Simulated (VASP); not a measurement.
Al2Pt: single point with PBEsol

Al2Pt:

```
Al Pt
1.0
     0.00000    2.95500    2.95500
     2.95500    0.00000    2.95500
     2.95500    2.95500    0.00000
Al Pt
2 1
Direct
  0.25000 0.25000 0.25000
  0.75000 0.75000 0.75000
  0.00000 0.00000 0.00000
```

```yaml
Program: VASP 6.6.1
Task: single point
Functional: PBEsol
Potentials_or_basis: VASP PAW PBE potentials, release 64 (Al, Pt)
Cutoff: 520 eV
k_mesh: 6 × 6 × 6
Occupations: gaussian, width 0.05 eV
Spin: non-collinear spin, zero start, spin-orbit coupling
Starting_moments: "[[0.0, 0.0, 0.0], [0.0, 0.0, 0.0], [0.0, 0.0, 0.0]] μB"
Dipole_correction: no
Further_INCAR_settings: ALGO = Normal; EDIFF = 1e-06; NBANDS = 29
```

```json
{
  "Pressure": "-1.5 GPa",
  "Net moment": "0.00 μB per cell",
  "Valence electrons inside the program's atomic spheres": "Al 0.76; Pt 9.71"
}
```

Moments on the atoms (μB; x, y, z):
```
Al  0.00 0.00 0.00
Al  0.00 0.00 0.00
Pt  0.00 0.00 0.00
```

Wall time 97 s on 1 thread of AMD EPYC 7R13, on a shared host, peak memory 0.29 GiB.

Caveat: the PAW data sets were made with another functional, which shifts forces and pressure a little.
